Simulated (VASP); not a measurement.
Ru, 1 atom in the cell. The structure is hexagonal, space group P6/mmm (No. 191). Conventional cell: a = 2.314 Å, b = 2.314 Å, c = 2.156 Å, α = 90.00°, β = 90.00°, γ = 120.00°. Ru (site symmetry 6/mmm) has 8 Ru at 2.16 to 2.31 Å within 2.9 Å. This isn't the form of Ru at room conditions, which is hcp.

```yaml
Program: VASP 6.6.1
Task: single point
Functional: PBEsol
Potentials_or_basis: VASP PAW PBE potentials, release 64 (Ru_pv)
Cutoff: 520 eV
k_mesh: 19 × 19 × 18
Occupations: fermi-dirac, width 0.05 eV
Spin: no spin polarisation
Dipole_correction: no
Further_INCAR_settings: ALGO = Normal; EDIFF = 1e-06; NBANDS = 13
```

Potentials or basis: VASP PAW PBE potentials, release 64 (Ru_pv).

Run with:

```console
$ cat potpaw_PBE.64/Ru_pv/POTCAR > POTCAR
$ mpirun -np 1 vasp_std > vasp.out
```

Hardware: 1 thread of Intel Xeon 8259CL, with other jobs on the host.

Question: Estimate the wall time of this run.

Answer: Run time: 51 s on 1 thread of Intel Xeon 8259CL, with other jobs on the host, peak memory 0.16 GiB. Counts: scf iterations 11, k points 400.
